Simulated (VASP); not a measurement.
# Pt in VASP: single point with PBE

Aim: the single point of Pt with PBE.

Everything below comes from runs of VASP 6.6.1. Logs are shortened: lines on timing, memory, paths and dates and some standing lists are left out, and cuts for length are marked.

**1. The cell of the first run**

The cell holds a wire or tube with vacuum around it, 2 atoms: a = 10.100 Å, b = 9.300 Å, c = 4.250 Å, α = 90.00°, β = 90.00°, γ = 90.00°.

**2. Single point, PBE, collinear spin**

Contents of INCAR:

```
SYSTEM = Pt
  PREC = Accurate
  ENCUT = 430
  EDIFF = 1E-6
  ISMEAR = 0
  SIGMA = 0.05
  LREAL = .FALSE.
  LASPH = .TRUE.
  NELM = 200
  ALGO = Normal
  ISIF = 2
  LWAVE = .FALSE.
  LCHARG = .TRUE.
  ISPIN = 2
  MAGMOM = 1.5 1.5
  LORBIT = 11
  LMAXMIX = 4
  GGA = PE
  LELF = .TRUE.
  LVHAR = .TRUE.
  NBANDS = 29
  GGA_COMPAT = .FALSE.
```

Contents of KPOINTS:

```
regular mesh
0
G
  1 1 14
  0 0 0
```

Contents of POSCAR:

```
Pt
1.0
   10.1000000000      0.0000000000      0.0000000000
    0.0000000000      9.3000000000      0.0000000000
    0.0000000000      0.0000000000      4.2496860321
Pt
2
Direct
    0.4497362999      0.5000000000      0.0000000000
    0.5502637001      0.5000000000      0.5000000000
```

Potentials or basis: VASP PAW PBE potentials, release 64 (Pt_sv_GW).

Launch:

```sh
$ cat potpaw_PBE.64/Pt_sv_GW/POTCAR > POTCAR
$ mpirun -np 1 vasp_std > vasp.out
```

OUTCAR:

```text
SYSTEM = Pt
   PREC = Accurate
   ENCUT = 430
   EDIFF = 1E-6
   ISMEAR = 0
   LREAL = .FALSE.
   LASPH = .TRUE.
   NELM = 200
   ISIF = 2
   ISPIN = 2
   LORBIT = 11
   GGA = PE

 ion  position               nearest neighbor table
   1  0.450  0.500  0.000-   2 2.35   2 2.35
   2  0.550  0.500  0.500-   1 2.35   1 2.35

  LATTYP: Found a simple orthorhombic cell.
 ALAT       =     4.2496860321
 B/A-ratio  =     2.1883969615
 C/A-ratio  =     2.3766461625

  Lattice vectors:

 A1 = (   0.0000000000,   0.0000000000,  -4.2496860321)
 A2 = (   0.0000000000,   9.3000000000,   0.0000000000)
 A3 = (  10.1000000000,   0.0000000000,   0.0000000000)

Analysis of symmetry for initial positions (statically):
=====================================================================
 Subroutine PRICEL returns:
 Original cell was already a primitive cell.

 Routine SETGRP: Setting up the symmetry group for a
 simple orthorhombic supercell.

 Subroutine GETGRP returns: Found  8 space group operations
 (whereof  4 operations were pure point group operations)
 out of a pool of  8 trial point group operations.

The static configuration has the point symmetry C_2v.
 The point group associated with its full space group is D_2h.

Analysis of symmetry for dynamics (positions and initial velocities):
=====================================================================
 Subroutine PRICEL returns:
 Original cell was already a primitive cell.

 Routine SETGRP: Setting up the symmetry group for a
 simple orthorhombic supercell.

 Subroutine GETGRP returns: Found  8 space group operations
 (whereof  4 operations were pure point group operations)
 out of a pool of  8 trial point group operations.

The dynamic configuration has the point symmetry C_2v.
 The point group associated with its full space group is D_2h.

Analysis of structural, dynamic, and magnetic symmetry:
=====================================================================
 Subroutine PRICEL returns:
 Original cell was already a primitive cell.

 Routine SETGRP: Setting up the symmetry group for a
 simple orthorhombic supercell.

 Subroutine GETGRP returns: Found  8 space group operations
 (whereof  4 operations were pure point group operations)
 out of a pool of  8 trial point group operations.

The overall configuration has the point symmetry C_2v.
 The point group associated with its full space group is D_2h.

 Subroutine INISYM returns: Found  8 space group operations
 (whereof  4 operations are pure point group operations),
 and found     1 'primitive' translations

----------------------------------------------------------------------------------------

                                     Primitive cell

  volume of cell :     399.1730

  direct lattice vectors                    reciprocal lattice vectors
    10.100000000  0.000000000  0.000000000     0.099009901  0.000000000  0.000000000
     0.000000000  9.300000000  0.000000000     0.000000000  0.107526882  0.000000000
     0.000000000  0.000000000  4.249686032     0.000000000  0.000000000  0.235311501

  length of vectors
    10.100000000  9.300000000  4.249686032     0.099009901  0.107526882  0.235311501

  position of ions in fractional coordinates (direct lattice)
     0.449736300  0.500000000  0.000000000
     0.550263700  0.500000000  0.500000000

  ion indices of the primitive-cell ions
   primitive index   ion index
                 1           1
                 2           2

----------------------------------------------------------------------------------------

 KPOINTS: regular mesh

Automatic generation of k-mesh.
 Grid dimensions read from file:
 generate k-points for:    1    1   14

 Generating k-lattice:

  Cartesian coordinates                     Fractional coordinates (reciprocal lattice)
     0.099009901  0.000000000  0.000000000     1.000000000  0.000000000  0.000000000
     0.000000000  0.107526882  0.000000000     0.000000000  1.000000000  0.000000000
     0.000000000  0.000000000  0.016807964     0.000000000  0.000000000  0.071428571

  Length of vectors
     0.099009901  0.107526882  0.016807964

  Shift w.r.t. Gamma in fractional coordinates (k-lattice)
     0.000000000  0.000000000  0.000000000

 Subroutine IBZKPT returns following result:
 ===========================================

 Found      8 irreducible k-points:

 Following reciprocal coordinates:
            Coordinates               Weight
  0.000000  0.000000  0.000000      1.000000
  0.000000  0.000000  0.071429      2.000000
  0.000000  0.000000  0.142857      2.000000
  0.000000  0.000000  0.214286      2.000000
  0.000000  0.000000  0.285714      2.000000
  0.000000  0.000000  0.357143      2.000000
  0.000000  0.000000  0.428571      2.000000
  0.000000  0.000000  0.500000      1.000000
   k-points           NKPTS =      8   k-points in BZ     NKDIM =      8   number of bands    NBANDS=     29
   number of dos      NEDOS =    301   number of ions     NIONS =      2
   total plane-waves  NPLWV = 134400
   dimension x,y,z NGX =    70 NGY =   64 NGZ =   30
   dimension x,y,z NGXF=   140 NGYF=  128 NGZF=   60
   ions per type =               2
   NGX,Y,Z   is equivalent  to a cutoff of  11.52, 11.44, 11.74 a.u.
   NGXF,Y,Z  is equivalent  to a cutoff of  23.04, 22.88, 23.47 a.u.
 SYSTEM =  Pt
   PREC   = accura    normal or accurate (medium, high low for compatibility)
   ISTART =      0    job   : 0-new  1-cont  2-samecut
   ICHARG =      2    charge: 1-file 2-atom 10-const
   ISPIN  =      2    spin polarized calculation?
   LNONCOLLINEAR =      F non collinear calculations
   LSORBIT =      F    spin-orbit coupling
   LASPH  =      T    aspherical Exc in radial PAW
   ENCUT  =  430.0 eV  31.60 Ry    5.62 a.u.  17.08 15.72  7.19*2*pi/ulx,y,z
   NELM   =    200;   NELMIN=  2; NELMDL= -5     # of ELM steps
   EDIFF  = 0.1E-05   stopping-criterion for ELM
   LREAL  =      F    real-space projection
   EDIFFG = 0.1E-04   stopping-criterion for IOM
   NSW    =      0    number of steps for IOM
   IBRION =     -1    ionic relax: 0-MD 1-quasi-New 2-CG
   NFREE  =      0    steps in history (QN), initial steepest desc. (CG)
   ISIF   =      2    stress and relaxation
   ISYM   =      2    0-nonsym 1-usesym 2-fastsym
   POTIM  = 0.5000    time-step for ionic-motion
   TEBEG  =    0.0;   TEEND  =   0.0 temperature during run
   PSTRESS=    0.0 pullay stress
   NELECT =      36.0000    total number of electrons
   NUPDOWN=      -1.0000    fix difference up-down
   EMIN   =  10.00;   EMAX   =-10.00  energy-range for DOS
   EFERMI =   0.00;   METHOD = LEGACY
   ISMEAR =     0;   SIGMA  =   0.05  broadening in eV -4-tet -1-fermi 0-gaus
   EFERMI_NEDOS =   21; number of points for ismear=-14 and -15
   IALGO  =     38    algorithm
   IMIX   =      4    mixing-type and parameters
     AMIX     =   0.40;   BMIX     =  1.00
     AMIX_MAG =   1.60;   BMIX_MAG =  1.00
  volume/ion in A,a.u.               =     199.59      1346.88
  Fermi-wavevector in a.u.,A,eV,Ry     =   0.734156  1.387354  7.333345  0.538986
  Thomas-Fermi vector in A             =   1.827041
   LORBIT       =     11    0 simple, 1 ext, 2 COOP (PROOUT), +10 PAW based schemes
   GGA     = PE    functional components
   LHFCALC =     F    Hartree Fock is set to
   AEXX    =    0.0000 exact exchange contribution
   IVDW    =     0    specifies the selected vdW correction
   LEPSILON=     F    determine dielectric tensor
   LRPA    =     F    only Hartree local field effects (RPA)
 spin polarized calculation
 Gauss-broadening in eV      SIGMA  =   0.05
  energy-cutoff  :      430.00
  volume of cell :      399.17
 maximum number of plane-waves:      8111
 NGX is ok and might be reduce to    70
   NGX = 35   NGY = 31   NGZ = 15

 number of electron      35.9999992 magnetization       0.0204411

 number of electron      35.9999992 magnetization      -0.0000755

 Free energy of the ion-electron system (eV)
  ---------------------------------------------------
  ext. energy  EPLUGINS =         0.00000000
  ---------------------------------------------------
  free energy    TOTEN  =        -7.47421563 eV

  energy without entropy =       -7.47074186  energy(sigma->0) =       -7.47247874

 E-fermi :  -4.4742     XC(G=0):  -2.3945

 val. band max:       -4.5211637837   @ k =   0.0000   0.0000   0.2857
 cond. band min:      -4.4251205759   @ k =   0.0000   0.0000   0.2143
 fundamental gap:      0.0960432078
 Fermi energy:        -4.4742396229

 spin component 1

 k-point     1 :       0.0000    0.0000    0.0000
  band No.  band energies     occupation
      1    -102.2072      1.00000
      2    -102.1048      1.00000
      3     -57.4490      1.00000
      4     -56.4389      1.00000
      5     -56.3284      1.00000
      6     -56.1958      1.00000
[... 21 lines left out ...]
     28       3.0062      0.00000
     29       4.2446      0.00000

 k-point     2 :       0.0000    0.0000    0.0714
  band No.  band energies     occupation
      1    -102.2059      1.00000
      2    -102.1061      1.00000
      3     -57.4396      1.00000
      4     -56.4778      1.00000
      5     -56.3005      1.00000
      6     -56.1943      1.00000
[... 21 lines left out ...]
     28       3.0426      0.00000
     29       4.3412      0.00000

 k-point     3 :       0.0000    0.0000    0.1429
  band No.  band energies     occupation
      1    -102.2021      1.00000
      2    -102.1099      1.00000
      3     -57.4114      1.00000
      4     -56.5540      1.00000
      5     -56.2569      1.00000
      6     -56.1901      1.00000
[... 125 lines left out ...]
      4     -56.9465      1.00000
      5     -56.1642      1.00000
      6     -56.1633      1.00000
[... 21 lines left out ...]
     28       4.0894      0.00000
     29       4.1591      0.00000

 k-point     8 :       0.0000    0.0000    0.5000
  band No.  band energies     occupation
      1    -102.1561      1.00000
      2    -102.1561      1.00000
      3     -57.0471      1.00000
      4     -57.0471      1.00000
      5     -56.1611      1.00000
      6     -56.1611      1.00000
[... 21 lines left out ...]
     28       3.6870      0.00000
     29       4.5302      0.00000
 Fermi energy:        -4.4742396229

 spin component 2

 k-point     1 :       0.0000    0.0000    0.0000
  band No.  band energies     occupation
      1    -102.2072      1.00000
      2    -102.1049      1.00000
      3     -57.4490      1.00000
      4     -56.4389      1.00000
      5     -56.3284      1.00000
      6     -56.1958      1.00000
[... 21 lines left out ...]
     28       2.9668      0.00000
     29       4.2428      0.00000

 k-point     2 :       0.0000    0.0000    0.0714
  band No.  band energies     occupation
      1    -102.2059      1.00000
      2    -102.1061      1.00000
      3     -57.4396      1.00000
      4     -56.4779      1.00000
      5     -56.3005      1.00000
      6     -56.1943      1.00000
[... 21 lines left out ...]
     28       3.0033      0.00000
     29       4.3397      0.00000

 k-point     3 :       0.0000    0.0000    0.1429
  band No.  band energies     occupation
      1    -102.2021      1.00000
      2    -102.1099      1.00000
      3     -57.4114      1.00000
      4     -56.5540      1.00000
      5     -56.2569      1.00000
      6     -56.1901      1.00000
[... 126 lines left out ...]
      5     -56.1642      1.00000
      6     -56.1633      1.00000
[... 21 lines left out ...]
     28       4.0805      0.00000
     29       4.1577      0.00000

 k-point     8 :       0.0000    0.0000    0.5000
  band No.  band energies     occupation
      1    -102.1561      1.00000
      2    -102.1561      1.00000
      3     -57.0471      1.00000
      4     -57.0471      1.00000
      5     -56.1612      1.00000
      6     -56.1612      1.00000
[... 21 lines left out ...]
     28       3.6842      0.00000
     29       4.5282      0.00000

------------------------ aborting loop because EDIFF is reached ----------------------------------------

  FORCE on cell =-STRESS in cart. coord.  units (eV):
  Direction    XX          YY          ZZ          XY          YZ          ZX
  --------------------------------------------------------------------------------------
  -------------------------------------------------------------------------------------
  Total       -0.5381343     -0.5743563     -0.4760968      0.0000000      0.0000000      0.0000000
  in kB       -2.1599322     -2.3053177     -1.9109296      0.0000000      0.0000000      0.0000000
  external PRESSURE =      -2.1253932 kB  Pullay stress =       0.0000000 kB

 VOLUME and BASIS-vectors are now :
 -----------------------------------------------------------------------------
  energy-cutoff  :      430.00
  volume of cell :      399.17
      direct lattice vectors                 reciprocal lattice vectors
    10.100000000  0.000000000  0.000000000     0.099009901  0.000000000  0.000000000
     0.000000000  9.300000000  0.000000000     0.000000000  0.107526882  0.000000000
     0.000000000  0.000000000  4.249686032     0.000000000  0.000000000  0.235311501

 POSITION                                       TOTAL-FORCE (eV/Angst)
 -----------------------------------------------------------------------------------
      4.54234      4.65000      0.00000        -0.045539      0.000000      0.000000
      5.55766      4.65000      2.12484         0.045539      0.000000      0.000000
 -----------------------------------------------------------------------------------
    total drift:                                0.000000      0.000000      0.000000

  FREE ENERGIE OF THE ION-ELECTRON SYSTEM (eV)
  ---------------------------------------------------
  free  energy   TOTEN  =        -7.4742156262 eV

  energy  without entropy=       -7.4707418631  energy(sigma->0) =       -7.47247874

 total charge

# of ion       s       p       d       f       tot
--------------------------------------------------
    1        5.410   6.016   7.489   0.019  18.934
    2        5.410   6.016   7.489   0.019  18.934
--------------------------------------------------
tot         10.820  12.032  14.978   0.038  37.869

 magnetization (x)

# of ion       s       p       d       f       tot
--------------------------------------------------
    1       -0.000  -0.000  -0.000   0.000  -0.000
    2       -0.000  -0.000  -0.000   0.000  -0.000
--------------------------------------------------
tot         -0.000  -0.000  -0.000   0.000  -0.000
```

Run time: 2.4 min. Hardware: 1 thread of Intel Xeon 6975P-C (Granite Rapids), shared host; peak memory 0.5 GiB.

What came out:

- Free energy: -7.4742 eV
- Largest force: 0.046 eV/Å
- Net moment: 0.00 μB per cell

Forces in eV/Å, atoms in the order of the input:
```
Pt  -0.046  0.000  0.000
Pt   0.046  0.000  0.000
```

Levels at points of the mesh, in eV from the Fermi level:
Spin up:
```
           k point  band 16  band 17  band 18  band 19  band 20  band 21
(0.00, 0.00, 0.00)    -1.40    -1.04    -0.27     0.19     2.20     3.35
(0.00, 0.00, 0.50)    -0.74    -0.47    -0.47     1.03     1.03     5.10
```
Spin down:
```
           k point  band 16  band 17  band 18  band 19  band 20  band 21
(0.00, 0.00, 0.00)    -1.40    -1.04    -0.27     0.19     2.20     3.35
(0.00, 0.00, 0.50)    -0.74    -0.47    -0.47     1.03     1.03     5.10
```

Caveat: spin-orbit coupling is left out, which moves the levels of the heavy elements.
